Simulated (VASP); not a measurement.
A run of VASP 6.6.1:

File INCAR:

```
SYSTEM = MnGa4
ALGO = Fast ; EDIFF = 1E-6
ENCUT = 520 ; GGA = PS
ISIF = 2 ; ISMEAR = 0
ISPIN = 2 ; LASPH = .True.
LCHARG = .False. ; LMAXMIX = 4
LORBIT = 11 ; LREAL = .False.
LWAVE = .False. ; MAGMOM = 0.62 0 0 0 0
NBANDS = 44 ; NELM = 150
PREC = Accurate ; SIGMA = 0.1
```

Contents of KPOINTS:

```
k-points
0
Gamma
  10 10 10
  0 0 0
```

Contents of POSCAR:

```
MnGa4
1.0
   -2.6398643269      2.6398643269      2.6398643269
    2.6398643269     -2.6398643269      2.6398643269
    2.6398643269      2.6398643269     -2.6398643269
Mn Ga
1 4
Direct
    0.0000000000      0.0000000000      0.0000000000
    0.0000000000      0.0000000000      0.5000000000
    0.0000000000      0.5000000000      0.0000000000
    0.5000000000      0.0000000000      0.0000000000
    0.5000000000      0.5000000000      0.5000000000
```

Potentials or basis: VASP PAW PBE potentials, release 64 (Mn_pv, Ga_d).

The run is started by

```sh
$ cat potpaw_PBE.64/Mn_pv/POTCAR potpaw_PBE.64/Ga_d/POTCAR > POTCAR
$ mpirun -np 1 vasp_std > vasp.out
```

Hardware: 1 thread of Intel Xeon 8259CL, on a shared host.

How long does it take, and how much memory?

It took 11 min on 1 thread of Intel Xeon 8259CL (shared host), peak memory 0.38 GiB. Counts: scf iterations 16, k points 47.
